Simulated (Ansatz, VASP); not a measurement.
**One calculation of Al, two programs**

INCAR

```
SYSTEM = Al
PREC     = Accurate       ! precision mode
ENCUT    = 520            ! plane-wave cutoff, eV
EDIFF    = 1E-6           ! SCF threshold, eV
ISMEAR   = 1              ! smearing method
SIGMA    = 0.6            ! smearing width, eV
LREAL    = .False.        ! projectors in reciprocal space
LASPH    = .True.         ! aspherical terms in the spheres
NELM     = 100            ! most SCF steps
ALGO     = Normal         ! electronic algorithm
ISIF     = 2              ! what is computed and relaxed
LWAVE    = .False.        ! write WAVECAR
LCHARG   = .False.        ! write CHGCAR
NBANDS   = 8              ! bands
```

File KPOINTS:

```
Automatic mesh
0
Gamma
  14 14 14
  0 0 0
```

The input POSCAR:

```
Al
1.0
    0.0000000000      1.9916090303      1.9916090303
    1.9916090303      0.0000000000      1.9916090303
    1.9916090303      1.9916090303      0.0000000000
Al
1
Direct
    0.0000000000      0.0000000000      0.0000000000
```

Input for Ansatz:

```yaml
crystal:
  lattice:
    - [0.0, 1.9916090303, 1.9916090303]
    - [1.9916090303, 0.0, 1.9916090303]
    - [1.9916090303, 1.9916090303, 0.0]
  atoms:
    - { symbol: Al, position: [0.0, 0.0, 0.0] }
hamiltonian:
  xc: lda
  pseudopotentials:
    kind: paw
    azcp:
      Al: "pseudopotentials/Al.paw.azcp"
basis:
  ecutwfc: 420
  fft_grid_basis: typed
kpoints:
  mp_grid: { grid: [14, 14, 14], shift: [0, 0, 0] }
magnetization:
  spin_polarized: false
scf:
  occupations: { method: methfessel_paxton, width: 0.6 }
  lower_state_search: "off"
output:
  stress: true
```

Alike in both runs: task single point; functional LDA; k mesh 14 × 14 × 14; occupations methfessel-paxton of order 1, width 0.6 eV; no spin polarisation.

|  | VASP | Ansatz |
| --- | --- | --- |
| version | VASP 6.6.1 | Ansatz 0.2.0 |
| potentials or method | VASP PAW LDA potentials, release 64 (Al), cutoff 520 eV | plane waves (420 eV) with PAW, scalar-relativistic |
| valence electrons in the cell | 3 | 3 |

```tsv
	VASP	Ansatz	Ansatz less VASP
pressure (GPa)	0.0	-0.1	-0.08
```

Ansatz warns that its potentials were made for another functional, while VASP's fit it. LDA's correlation is that of Perdew and Zunger in VASP and of Perdew and Wang (1992) in Ansatz.
